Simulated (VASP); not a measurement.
# Mg (P6_3/mmc) in VASP: notebook

The runs below take Mg through single point, with LDA.

All numbers are computed with VASP 6.6.1; they aren't measurements. Logs are shortened: lines on timing, memory, paths and dates and some standing lists are left out, and cuts for length are marked.

**1. The cell of the first run**

The structure is hexagonal, space group P6_3/mmc (No. 194). The conventional cell has a = 3.198 Å, b = 3.198 Å, c = 10.387 Å, α = 90.00°, β = 90.00°, γ = 120.00°. Mg (site symmetry -6m2) has 12 Mg at 3.19 to 3.20 Å within 4.2 Å. Mg (site symmetry -3m) has 12 Mg at 3.19 to 3.20 Å within 4.2 Å.

**2. Single point, LDA (23.00 Å³/atom)**

The input, INCAR:

```
SYSTEM = Mg
ALGO = Normal
EDIFF = 1E-6
ENCUT = 520
GGA = CA
ISIF = 2
ISMEAR = -1
LASPH = .True.
LCHARG = .False.
LREAL = .False.
LWAVE = .False.
NBANDS = 12
NELM = 60
PREC = Accurate
SIGMA = 0.05
```

The input, KPOINTS:

```
k-points
0
Gamma
  10 10 3
  0 0 0
```

The input, POSCAR:

```
Mg
1.0
    3.1978653626      0.0000000000      0.0000000000
   -1.5989326813      2.7694326419      0.0000000000
    0.0000000000      0.0000000000     10.3872008361
Mg
4
Direct
    0.6666666667      0.3333333333      0.7500000000
    0.0000000000      0.0000000000      0.5000000000
    0.3333333333      0.6666666667      0.2500000000
    0.0000000000      0.0000000000      0.0000000000
```

Potentials or basis: VASP PAW LDA potentials, release 64 (Mg).

Command:

```sh
$ cat potpaw_LDA.64/Mg/POTCAR > POTCAR
$ mpirun -np 1 vasp_std > vasp.out
```

OUTCAR:

```text
SYSTEM = Mg
   EDIFF = 1E-6
   ENCUT = 520
   GGA = CA
   ISIF = 2
   ISMEAR = -1
   LASPH = .True.
   LREAL = .False.
   NELM = 60
   PREC = Accurate

 ion  position               nearest neighbor table
   1  0.667  0.333  0.750-   2 3.19   4 3.19   2 3.19   4 3.19   2 3.19   4 3.19
   2  0.000  0.000  0.500-   1 3.19   3 3.19   1 3.19   3 3.19   1 3.19   3 3.19
   3  0.333  0.667  0.250-   2 3.19   4 3.19   2 3.19   4 3.19   2 3.19   4 3.19
   4  0.000  0.000  0.000-   1 3.19   3 3.19   1 3.19   3 3.19   1 3.19   3 3.19

  LATTYP: Found a hexagonal cell.
 ALAT       =     3.1978653626
 C/A-ratio  =     3.2481670297

  Lattice vectors:

 A1 = (   3.1978653626,   0.0000000000,   0.0000000000)
 A2 = (  -1.5989326813,   2.7694326419,   0.0000000000)
 A3 = (   0.0000000000,   0.0000000000,  10.3872008361)

Analysis of symmetry for initial positions (statically):
=====================================================================
 Subroutine PRICEL returns:
 Original cell was already a primitive cell.

 Routine SETGRP: Setting up the symmetry group for a
 hexagonal supercell.

 Subroutine GETGRP returns: Found 24 space group operations
 (whereof 12 operations were pure point group operations)
 out of a pool of 24 trial point group operations.

The static configuration has the point symmetry D_3d.
 The point group associated with its full space group is D_6h.

Analysis of symmetry for dynamics (positions and initial velocities):
=====================================================================
 Subroutine PRICEL returns:
 Original cell was already a primitive cell.

 Routine SETGRP: Setting up the symmetry group for a
 hexagonal supercell.

 Subroutine GETGRP returns: Found 24 space group operations
 (whereof 12 operations were pure point group operations)
 out of a pool of 24 trial point group operations.

The dynamic configuration has the point symmetry D_3d.
 The point group associated with its full space group is D_6h.

 Subroutine INISYM returns: Found 24 space group operations
 (whereof 12 operations are pure point group operations),
 and found     1 'primitive' translations

----------------------------------------------------------------------------------------

                                     Primitive cell

  volume of cell :      91.9919

  direct lattice vectors                    reciprocal lattice vectors
     3.197865363  0.000000000  0.000000000     0.312708600  0.180542394  0.000000000
    -1.598932681  2.769432642  0.000000000     0.000000000  0.361084789  0.000000000
     0.000000000  0.000000000 10.387200836     0.000000000  0.000000000  0.096272327
[... 103 lines left out ...]
   ISMEAR =    -1;   SIGMA  =   0.05  broadening in eV -4-tet -1-fermi 0-gaus
   EFERMI_NEDOS =   21; number of points for ismear=-14 and -15
   IALGO  =     38    algorithm
   IMIX   =      4    mixing-type and parameters
     AMIX     =   0.40;   BMIX     =  1.00
     AMIX_MAG =   1.60;   BMIX_MAG =  1.00
  volume/ion in A,a.u.               =      23.00       155.20
  Fermi-wavevector in a.u.,A,eV,Ry     =   0.725307  1.370631  7.157613  0.526070
  Thomas-Fermi vector in A             =   1.815995
   LORBIT       =      0    0 simple, 1 ext, 2 COOP (PROOUT), +10 PAW based schemes
   GGA     = CA    functional components
   LHFCALC =     F    Hartree Fock is set to
   AEXX    =    0.0000 exact exchange contribution
   IVDW    =     0    specifies the selected vdW correction
   LEPSILON=     F    determine dielectric tensor
   LRPA    =     F    only Hartree local field effects (RPA)
 non-spin polarized calculation
  energy-cutoff  :      520.00
  volume of cell :       91.99
 maximum number of plane-waves:      2500
 NGX is ok and might be reduce to    24
   NGX = 11   NGY = 11   NGZ = 39

 number of electron       8.0000000 magnetization

 Free energy of the ion-electron system (eV)
  ---------------------------------------------------
  ext. energy  EPLUGINS =         0.00000000
  ---------------------------------------------------
  free energy    TOTEN  =        -7.17880335 eV

  energy without entropy =       -7.16269008  energy(sigma->0) =       -7.17074672

 E-fermi :   2.5612     XC(G=0):  -8.6737

 val. band max:        2.5582604397   @ k =   0.3000   0.3000   0.0000
 cond. band min:       2.6218831145   @ k =   0.3000   0.3000   0.3333
 fundamental gap:      0.0636226749
 Fermi energy:         2.5612229228

 k-point     1 :       0.0000    0.0000    0.0000
  band No.  band energies     occupation
      1      -4.4515      2.00000
      2      -3.0651      2.00000
      3      -3.0639      2.00000
      4       0.8118      2.00000
      5       1.1788      2.00000
      6       7.4522      0.00000
      7       7.4609      0.00000
      8      13.3575      0.00000
      9      13.3575      0.00000
     10      13.3759      0.00000
     11      13.3759      0.00000
     12      14.1240      0.00000
[... 331 lines left out ...]
 k-point    24 :       0.4000    0.1000    0.3333
  band No.  band energies     occupation
      1      -0.2653      2.00000
      2       0.1754      2.00000
      3       1.5649      2.00000
      4       1.7363      2.00000
      5       2.2803      1.99277
      6       3.2252      0.00000
      7       3.9079      0.00000
      8       5.0893      0.00000
      9       6.5079      0.00000
     10       7.1917      0.00000
     11       7.7550      0.00000
     12       8.5681      0.00000

 [... further k-points ...]

------------------------ aborting loop because EDIFF is reached ----------------------------------------

  FORCE on cell =-STRESS in cart. coord.  units (eV):
  Direction    XX          YY          ZZ          XY          YZ          ZX
  --------------------------------------------------------------------------------------
  -------------------------------------------------------------------------------------
  Total       -1.4956378     -1.4956378     -0.8836550      0.0000000      0.0000000      0.0000000
  in kB      -26.0487878    -26.0487878    -15.3901848      0.0000000      0.0000000      0.0000000
  external PRESSURE =     -22.4959201 kB  Pullay stress =       0.0000000 kB

 VOLUME and BASIS-vectors are now :
 -----------------------------------------------------------------------------
  energy-cutoff  :      520.00
  volume of cell :       91.99
      direct lattice vectors                 reciprocal lattice vectors
     3.197865363  0.000000000  0.000000000     0.312708600  0.180542394  0.000000000
    -1.598932681  2.769432642  0.000000000     0.000000000  0.361084789  0.000000000
     0.000000000  0.000000000 10.387200836     0.000000000  0.000000000  0.096272327

 POSITION                                       TOTAL-FORCE (eV/Angst)
 -----------------------------------------------------------------------------------
      1.59893      0.92314      7.79040         0.000000     -0.000000      0.000000
      0.00000      0.00000      5.19360         0.000000      0.000000     -0.000000
     -0.00000      1.84629      2.59680        -0.000000      0.000000     -0.000000
      0.00000      0.00000      0.00000         0.000000      0.000000     -0.000000
 -----------------------------------------------------------------------------------
    total drift:                                0.000000     -0.000000      0.000000

  FREE ENERGIE OF THE ION-ELECTRON SYSTEM (eV)
  ---------------------------------------------------
  free  energy   TOTEN  =        -7.1788033497 eV

  energy  without entropy=       -7.1626900838  energy(sigma->0) =       -7.17074672
```

OSZICAR:

```text
N       E                     dE             d eps       ncg     rms          rms(c)
DAV:   1     0.192178798804E+01    0.19218E+01   -0.25674E+03   672   0.471E+02
DAV:   2    -0.693583920191E+01   -0.88576E+01   -0.85417E+01   848   0.550E+01
DAV:   3    -0.721864647736E+01   -0.28281E+00   -0.27933E+00   892   0.718E+00
DAV:   4    -0.721997188774E+01   -0.13254E-02   -0.13247E-02   876   0.565E-01
DAV:   5    -0.721998180298E+01   -0.99152E-05   -0.99150E-05   916   0.496E-02    0.129E+00
DAV:   6    -0.719699881123E+01    0.22983E-01   -0.17387E-03   832   0.229E-01    0.822E-01
DAV:   7    -0.717883548539E+01    0.18163E-01   -0.58630E-03   748   0.415E-01    0.406E-02
DAV:   8    -0.717880521820E+01    0.30267E-04   -0.51915E-05   928   0.381E-02    0.664E-03
DAV:   9    -0.717880336368E+01    0.18545E-05   -0.99930E-07   692   0.512E-03    0.725E-04
DAV:  10    -0.717880334971E+01    0.13970E-07   -0.85331E-08   540   0.121E-03
   1 F= -.71788033E+01 E0= -.71707467E+01  d E =-.161133E-01
```

stdout:

```text
POSCAR found type information on POSCAR Mg
 POSCAR found :  1 types and       4 ions
 scaLAPACK will be used
 LDA part: xc-table for (Slater(with rela. corr.)+CA(PZ))
 , standard interpolation
 POSCAR, INCAR and KPOINTS ok, starting setup
 FFT: planning ... GRIDC
 FFT: planning ... GRID_SOFT
 FFT: planning ... GRID
 WAVECAR not read
 entering main loop
```

It took 28 s on 1 thread of Intel Xeon 8259CL, shared host; peak memory 0.17 GiB.

What came out:

```yaml
Free_energy: -7.1788 eV
Pressure: -2.2 GPa
Band_gap_on_the_k_mesh: zero (bands 4 and 5 overlap by 1.95 eV)
```

Stress tensor (GPa, compression positive):
```
-2.60  0.00  0.00
 0.00 -2.60  0.00
 0.00  0.00 -1.54
```

Levels at points of the mesh, in eV from the Fermi level:
| k point | band 1 | band 2 | band 3 | band 4 | band 5 | band 6 | band 7 | band 8 |
| --- | --- | --- | --- | --- | --- | --- | --- | --- |
| (0.00, 0.00, 0.00) | -7.01 | -5.63 | -5.63 | -1.75 | -1.38 | 4.89 | 4.90 | 10.80 |
| (0.50, 0.00, 0.00) | -2.24 | -2.22 | -1.14 | -1.14 | -0.62 | -0.62 | 2.66 | 2.86 |

**3. Single point, LDA (23.45 Å³/atom)**

This run uses another cell than the first one, of 23.45 Å³/atom.

The input, INCAR:

```
  ALGO = Normal
  EDIFF = 1E-7
  ENCUT = 520
  ISIF = 2
  ISMEAR = -1
  LASPH = True
  LCHARG = False
  LREAL = False
  LWAVE = False
  NBANDS = 12
  NELM = 100
  PREC = Accurate
  SIGMA = 0.05
```

The input, KPOINTS:

```
k-points
0
Gamma
  10 10 3
```

The input, POSCAR:

```
Mg
1.0
    3.2186313040      0.0000000000      0.0000000000
   -1.6093156520      2.7874164746      0.0000000000
    0.0000000000      0.0000000000     10.4546520822
Mg
4
Direct
    0.6666666667      0.3333333333      0.7500000000
    0.0000000000      0.0000000000      0.5000000000
    0.3333333333      0.6666666667      0.2500000000
    0.0000000000      0.0000000000      0.0000000000
```

Potentials or basis: VASP PAW LDA potentials, release 64 (Mg).

Command:

```sh
$ cat potpaw_LDA.64/Mg/POTCAR > POTCAR
$ mpirun -np 1 vasp_std > vasp.out
```

Run time: 28 s. Hardware: 1 thread of Intel Xeon 8259CL, shared host; peak memory 0.17 GiB.

Results (log left out):

```yaml
Free_energy: -7.1502 eV
Pressure: -2.8 GPa
Band_gap_on_the_k_mesh: zero (bands 4 and 5 overlap by 1.96 eV)
```

Stress tensor (GPa, compression positive):
```
-3.18  0.00  0.00
 0.00 -3.18  0.00
 0.00  0.00 -2.10
```

Levels at points of the mesh, in eV from the Fermi level:
| k point | band 1 | band 2 | band 3 | band 4 | band 5 | band 6 | band 7 | band 8 | band 9 |
| --- | --- | --- | --- | --- | --- | --- | --- | --- | --- |
| (0.00, 0.00, 0.00) | -6.93 | -5.56 | -5.56 | -1.72 | -1.38 | 4.83 | 4.84 | 10.68 | 10.68 |
| (0.50, 0.00, 0.00) | -2.21 | -2.19 | -1.13 | -1.12 | -0.63 | -0.62 | 2.64 | 2.85 | 3.19 |

The gap in the log of VASP goes by the Fermi energy; the results here count the filled bands.